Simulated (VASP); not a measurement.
**AlNi: single point with PBE**

The system is AlNi.

```
Al Ni
1.0
     0.00000   -2.89272    0.00000
     0.00000    0.00000   -2.89272
     8.97817   -1.20530   -1.20530
Al Ni
3 3
Direct
  0.69794 0.69794 0.72494
  0.96644 0.96644 0.08055
  0.83219 0.83219 0.40274
  0.13082 0.13082 0.88604
  0.39931 0.39931 0.24165
  0.26507 0.26507 0.56384
```

| Property | Result |
| --- | --- |
| Program | VASP 6.6.1 |
| Task | single point |
| Functional | PBE |
| Potentials or basis | VASP PAW PBE potentials, release 64 (Al, Ni) |
| Cutoff | 520 eV |
| k mesh | 15 × 15 × 5 |
| Occupations | gaussian, width 0.15 eV |
| Spin | no spin polarisation |
| Dipole correction | no |
| Further INCAR settings | ALGO = Fast; EDIFF = 1e-06; NBANDS = 28 |

The pressure is 11.2 GPa, the largest force is 10.500 eV/Å and the band gap on the k mesh is zero (an odd number of electrons rules out a gap without spin polarisation).

Forces in eV/Å, atoms in the order of the input:
```
Al    0.282  -0.090  -0.090
Al    9.640   1.650   1.650
Al    0.015   0.018   0.018
Ni  -10.245  -1.629  -1.629
Ni    0.438   0.069   0.069
Ni   -0.131  -0.019  -0.019
```

Stress tensor (GPa, compression positive):
```
38.38  7.35  7.35
 7.35 -2.41  0.93
 7.35  0.93 -2.41
```

Levels at points of the mesh, in eV from the Fermi level:
```tsv
k point	band 16	band 17	band 18	band 19	band 20	band 21	band 22	band 23
(0.00, 0.00, 0.00)	-1.57	-1.52	-1.36	-1.22	-0.24	4.69	5.99	5.99
```

Wall time 7.2 min on 1 thread of AMD EPYC 9R45 96-Core Processor (Zen 5), on a shared host, peak memory 0.56 GiB.

Caveat: the cell stands under pressure; forces of over 1 eV/Å act on the atoms, so gaps and moduli don't describe the material at rest. Spin polarisation is off, so any magnetic state and its effect on volume and gap are missing.
